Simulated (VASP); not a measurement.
# AlRu (Pm-3m) in VASP: a series of runs, part 3 of 3

VASP 6.6.1.

## (5) Vibrations by perturbation theory, PBEsol (12.94 Å³/atom)

This run uses another cell than the first one, of 12.94 Å³/atom.

INCAR

```
SYSTEM = AlRu
ALGO = Fast
EDIFF = 1E-8
ENCUT = 520
GGA = PS
IBRION = 8
ISIF = 2
ISMEAR = -1
LASPH = .TRUE.
LCHARG = .FALSE.
LREAL = .FALSE.
LWAVE = .FALSE.
NBANDS = 16
NELM = 100
NSW = 1
PREC = Accurate
SIGMA = 0.15
```

KPOINTS

```
k-points
0
G
  14 14 14
  0 0 0
```

POSCAR

```
AlRu
1.0
    2.9582683922      0.0000000000      0.0000000000
    0.0000000000      2.9582683922      0.0000000000
    0.0000000000      0.0000000000      2.9582683922
Al Ru
1 1
Direct
    0.0000000000      0.0000000000      0.0000000000
    0.5000000000      0.5000000000      0.5000000000
```

Potentials or basis: VASP PAW PBE potentials, release 64 (Al, Ru_pv).

Launch:

```console
$ cat potpaw_PBE.64/Al/POTCAR potpaw_PBE.64/Ru_pv/POTCAR > POTCAR
$ mpirun -np 1 vasp_std > vasp.out
```

OUTCAR:

```text
SYSTEM = AlRu
   EDIFF = 1E-8
   ENCUT = 520
   GGA = PS
   IBRION = 8
   ISIF = 2
   ISMEAR = -1
   LASPH = .TRUE.
   LREAL = .FALSE.
   NELM = 100
   NSW = 1
   PREC = Accurate

 ion  position               nearest neighbor table
   1  0.000  0.000  0.000-   2 2.56   2 2.56   2 2.56   2 2.56   2 2.56   2 2.56   2 2.56   2 2.56

   2  0.500  0.500  0.500-   1 2.56   1 2.56   1 2.56   1 2.56   1 2.56   1 2.56   1 2.56   1 2.56

  LATTYP: Found a simple cubic cell.
 ALAT       =     2.9582683922

  Lattice vectors:

 A1 = (   2.9582683922,   0.0000000000,   0.0000000000)
 A2 = (   0.0000000000,   2.9582683922,   0.0000000000)
 A3 = (   0.0000000000,   0.0000000000,   2.9582683922)

Analysis of symmetry for initial positions (statically):
=====================================================================
 Subroutine PRICEL returns:
 Original cell was already a primitive cell.

 Routine SETGRP: Setting up the symmetry group for a
 simple cubic supercell.

 Subroutine GETGRP returns: Found 48 space group operations
 (whereof 48 operations were pure point group operations)
 out of a pool of 48 trial point group operations.

The static configuration has the point symmetry O_h .

Analysis of symmetry for dynamics (positions and initial velocities):
=====================================================================
 Subroutine PRICEL returns:
 Original cell was already a primitive cell.

 Routine SETGRP: Setting up the symmetry group for a
 simple cubic supercell.

 Subroutine GETGRP returns: Found 48 space group operations
 (whereof 48 operations were pure point group operations)
 out of a pool of 48 trial point group operations.

The dynamic configuration has the point symmetry O_h .

 Subroutine INISYM returns: Found 48 space group operations
 (whereof 48 operations are pure point group operations),
 and found     1 'primitive' translations

----------------------------------------------------------------------------------------

                                     Primitive cell

  volume of cell :      25.8888

  direct lattice vectors                    reciprocal lattice vectors
     2.958268392  0.000000000  0.000000000     0.338035590  0.000000000  0.000000000
     0.000000000  2.958268392  0.000000000     0.000000000  0.338035590  0.000000000
     0.000000000  0.000000000  2.958268392     0.000000000  0.000000000  0.338035590

  length of vectors
     2.958268392  2.958268392  2.958268392     0.338035590  0.338035590  0.338035590

  position of ions in fractional coordinates (direct lattice)
     0.000000000  0.000000000  0.000000000
     0.500000000  0.500000000  0.500000000
[... 129 lines left out ...]

 val. band max:       11.1010077261   @ k =   0.3571   0.1429   0.0000
 cond. band min:      11.1233929321   @ k =   0.4286   0.4286   0.1429
 fundamental gap:      0.0223852060
 Fermi energy:        11.1123279448

 k-point     1 :       0.0000    0.0000    0.0000
  band No.  band energies     occupation
      1     -30.6396      2.00000
      2     -30.6396      2.00000
      3     -30.6396      2.00000
      4       1.1953      2.00000
      5       7.3013      2.00000
      6       7.3013      2.00000
[... 433 lines left out ...]
      3     -30.6149      2.00000
      4       4.1170      2.00000
      5       7.0014      2.00000
      6       8.3955      2.00000
[... 8 lines left out ...]
     15      23.9726      0.00000
     16      25.7032      0.00000

 [... further k-points ...]

------------------------ aborting loop because EDIFF is reached ----------------------------------------

  FORCE on cell =-STRESS in cart. coord.  units (eV):
  Direction    XX          YY          ZZ          XY          YZ          ZX
  --------------------------------------------------------------------------------------
  -------------------------------------------------------------------------------------
  Total        0.7556620      0.7556620      0.7556620      0.0000000      0.0000000      0.0000000
  in kB       46.7654831     46.7654831     46.7654831      0.0000000      0.0000000      0.0000000
  external PRESSURE =      46.7654831 kB  Pullay stress =       0.0000000 kB

 VOLUME and BASIS-vectors are now :
 -----------------------------------------------------------------------------
  energy-cutoff  :      520.00
  volume of cell :       25.89
      direct lattice vectors                 reciprocal lattice vectors
     2.958268392  0.000000000  0.000000000     0.338035590  0.000000000  0.000000000
     0.000000000  2.958268392  0.000000000     0.000000000  0.338035590  0.000000000
     0.000000000  0.000000000  2.958268392     0.000000000  0.000000000  0.338035590

 POSITION                                       TOTAL-FORCE (eV/Angst)
 -----------------------------------------------------------------------------------
      0.00000      0.00000      0.00000         0.000000      0.000000      0.000000
      1.47913      1.47913      1.47913         0.000000      0.000000      0.000000
 -----------------------------------------------------------------------------------
    total drift:                                0.000000     -0.000000     -0.000000

  FREE ENERGIE OF THE ION-ELECTRON SYSTEM (eV)
  ---------------------------------------------------
  free  energy   TOTEN  =       -15.5667099493 eV

  energy  without entropy=      -15.4564386442  energy(sigma->0) =      -15.51157430

[... ionic steps 2 to 3 ...]

--------------------------------------- Ionic step        4  -------------------------------------------

------------------------ aborting loop because EDIFF is reached ----------------------------------------

[... ionic steps 5 to 6 ...]

--------------------------------------- Ionic step        7  -------------------------------------------

 Free energy of the ion-electron system (eV)
  ---------------------------------------------------
  ---------------------------------------------------
  free energy    TOTEN  =        -0.64955948 eV

  energy without entropy =       -0.64955948

------------------------ aborting loop because EDIFF is reached ----------------------------------------

 INTERNAL STRAIN TENSOR  FOR ION    2  DIRECTION 1   (eV/Angst):
 -----------------------------------------------------------------------------
     0.05509 -0.00000  0.00000
     0.00000 -0.00591  0.00000
    -0.00000  0.00000 -0.00591

 INTERNAL STRAIN TENSOR FOR ION    2 for displacements in x,y,z  (eV/Angst):
          X           Y           Z          XY          YZ          ZX
  --------------------------------------------------------------------------------
  x     0.00000     0.00000     0.00000     0.00000     0.00000     0.00000
  y     0.00000     0.00000     0.00000     0.00000     0.00000     0.00000
  z     0.00000     0.00000     0.00000     0.00000     0.00000     0.00000

 SECOND DERIVATIVES (NOT SYMMETRIZED)
 ------------------------------------
               1X          1Y          1Z          2X          2Y          2Z
  1X    -8.738951    0.000000   -0.000000    8.738951   -0.000000    0.000000
  1Y     0.000000   -8.738951   -0.000000   -0.000000    8.738951    0.000000
  1Z     0.000000    0.000000   -8.738951   -0.000000   -0.000000    8.738951
  2X     8.724903   -0.000000    0.000000   -8.724903    0.000000    0.000000
  2Y    -0.000000    8.724903    0.000000    0.000000   -8.724903   -0.000000
  2Z     0.000000    0.000000    8.724903   -0.000000   -0.000000   -8.724903

 Eigenvectors and eigenvalues of the dynamical matrix
 ----------------------------------------------------

   1 f  =   10.012861 THz    62.912658 2PiTHz  333.993077 cm-1    41.409845 meV
             X         Y         Z           dx          dy          dz
      0.000000  0.000000  0.000000     0.000000    0.888573    0.000000
      1.479134  1.479134  1.479134     0.000000   -0.458735    0.000000
[... 21 lines left out ...]
   6 f/i=    0.003283 THz     0.020627 2PiTHz    0.109507 cm-1     0.013577 meV
             X         Y         Z           dx          dy          dz
      0.000000  0.000000  0.000000    -0.315375    0.304132   -0.135942
      1.479134  1.479134  1.479134    -0.610883    0.589107   -0.263320

--------------------------------------------------------------------------------------------------------

 ELASTIC MODULI CONTR FROM IONIC RELAXATION (kBar)
 Direction    XX          YY          ZZ          XY          YZ          ZX
 --------------------------------------------------------------------------------
 XX           0.0000      0.0000      0.0000      0.0000      0.0000      0.0000
 YY           0.0000      0.0000      0.0000      0.0000      0.0000      0.0000
 ZZ           0.0000      0.0000      0.0000      0.0000      0.0000      0.0000
 XY           0.0000      0.0000      0.0000      0.0000      0.0000      0.0000
 YZ           0.0000      0.0000      0.0000      0.0000      0.0000      0.0000
 ZX           0.0000      0.0000      0.0000      0.0000      0.0000      0.0000
 --------------------------------------------------------------------------------
```

stdout:

```text
POSCAR found type information on POSCAR AlRu
 POSCAR found :  2 types and       2 ions
 scaLAPACK will be used
 -----------------------------------------------------------------------------
|                                                                             |
|                                                                             |
|     You enforced a specific xc type in the INCAR file but a different       |
|     I HOPE YOU KNOW WHAT YOU ARE DOING!                                     |
|                                                                             |
 -----------------------------------------------------------------------------

 LDA part: xc-table for (Slater+PW92), standard interpolation
 POSCAR, INCAR and KPOINTS ok, starting setup
 FFT: planning ... GRIDC
 FFT: planning ... GRID_SOFT
 FFT: planning ... GRID
 WAVECAR not read
 entering main loop
 Linear response reoptimize wavefunctions to high precision
 Linear response DOF=           2
 Linear response progress:
 first order change of Fermi-energy  -0.21575E-03
 force on displaced ion       1 direction 1 :  -8.739   0.000   0.000
 Linear response progress:
 first order change of Fermi-energy   0.21261E-02
 force on displaced ion       2 direction 1 :  -8.725   0.000  -0.000
 Linear response finished
```

It took 2.1 min on 1 thread of Intel Xeon 6975P-C (Granite Rapids), shared host; peak memory 0.39 GiB.

Results:

```
Highest phonon frequency at Γ : 334 cm⁻¹
```

Phonon frequencies in cm⁻¹ (negative: imaginary):
```tsv
q point	frequencies
(0.000, 0.000, 0.000)	0 0 0 334 334 334
```

Caveat: the cell stands under pressure or tension, which shifts response properties; the PAW data sets were made with another functional, which shifts forces and pressure a little.
